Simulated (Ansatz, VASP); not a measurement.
## KMgPd3 in VASP and in Ansatz

```xyz
5
Lattice="4.8797 0.0000 0.0000 0.0000 4.8797 0.0000 0.0000 0.0000 4.8797" Properties=species:S:1:pos:R:3 pbc="T T T"
K     2.4398    2.4398    2.4398
Mg    0.0000    0.0000    0.0000
Pd    2.4398    0.0000    0.0000
Pd    0.0000    2.4398    0.0000
Pd    0.0000    0.0000    2.4398
```

Change from the starting cell: species swapped into the KTaO3 type (Pm-3m, No. 221).

Alike in both runs: functional PBE; k mesh 8 × 8 × 8; occupations gaussian, width 0.1 eV; no spin polarisation.

Ansatz relaxed the structure, and its values are those at the end. VASP's run is a single point on that final structure, the one shown.

|  | VASP | Ansatz |
| --- | --- | --- |
| version | VASP 6.6.1 | Ansatz 0.2.0 |
| potentials or method | VASP PAW PBE potentials, release 64 (K_sv, Mg, Pd), cutoff 600 eV | scalar-relativistic, plane waves, PAW |
| valence electrons in the cell | 41 | 73 |

```csv
,VASP,Ansatz,Ansatz less VASP
gap on the k mesh at the Fermi level (eV),none,none,-
pressure (GPa),0.1,0.0,-0.03
```

A gap of «none» marks a metal or a gap that the smearing closes. With one functional, cell and mesh, what is left measures potentials, basis and numerics. VASP's potentials hold 41 valence electrons a cell and Ansatz's 73, so a difference there can come from the potentials and not from the codes.
